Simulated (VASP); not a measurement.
Here is a VASP 6.6.1 calculation.

The input INCAR:

```
PREC     = Accurate       # precision mode
ENCUT    = 600            # plane-wave cutoff, eV
EDIFF    = 1E-6           # SCF threshold, eV
ISMEAR   = 0              # smearing method
SIGMA    = 0.01           # smearing width, eV
LREAL    = False          # projectors in reciprocal space
LASPH    = True           # aspherical terms in the spheres
NELM     = 100            # most SCF steps
ALGO     = Normal         # electronic algorithm
ISIF     = 3              # what is computed and relaxed
LWAVE    = False          # write WAVECAR
LCHARG   = False          # write CHGCAR
IBRION   = 2              # ionic algorithm
NSW      = 100            # ionic steps
EDIFFG   = -0.002         # ionic threshold
PSTRESS  = 20.0
```

The input KPOINTS:

```
Automatic mesh
0
Gamma
  6 6 6
```

Contents of POSCAR:

```
CdSe
1.0
    3.0039936764      3.0039936764      0.0000000000
   -3.0039936764      3.0039936764      0.0000000000
    0.0000000000      3.0039936764      3.0039936764
Cd Se
1 1
Direct
    0.0000000000      0.0000000000      0.0000000000
    0.7500000000      0.2500000000      0.5000000000
```

Potentials or basis: VASP PAW LDA potentials, release 64 (Cd, Se).

Launch:

```console
$ cat potpaw_LDA.64/Cd/POTCAR potpaw_LDA.64/Se/POTCAR > POTCAR
$ mpirun -np 1 vasp_std > vasp.out
```

Estimate the relaxed volume.

26.46 Å³/atom.

What does it give for the relaxed cell?

a = 4.214 Å, b = 4.214 Å, c = 4.214 Å, α = 60.00°, β = 60.00°, γ = 90.00°.

What does it give for the space group after relaxing (to 0.05 Å)?

F-43m (No. 216).

Predict the band gap on the k mesh.

0.48 eV, direct.

The path:
```
step  energy change (eV)  largest force (eV/Å)  pressure (GPa)  volume (Å³)
   1              0.0000                0.0000            0.47        54.22
   2              0.0207                0.0000            2.89        52.20
   3              0.0099                0.0000            1.98        52.91
   4              0.0102                0.0000            2.02        52.89
   5              0.0099                0.0000            2.02        52.91
   6              0.0091                0.0000            1.91        52.98
   7              0.0098                0.0000            2.00        52.92
```

Caveat: the cell is relaxed towards a set pressure, so the enthalpy falls and the energy may rise.
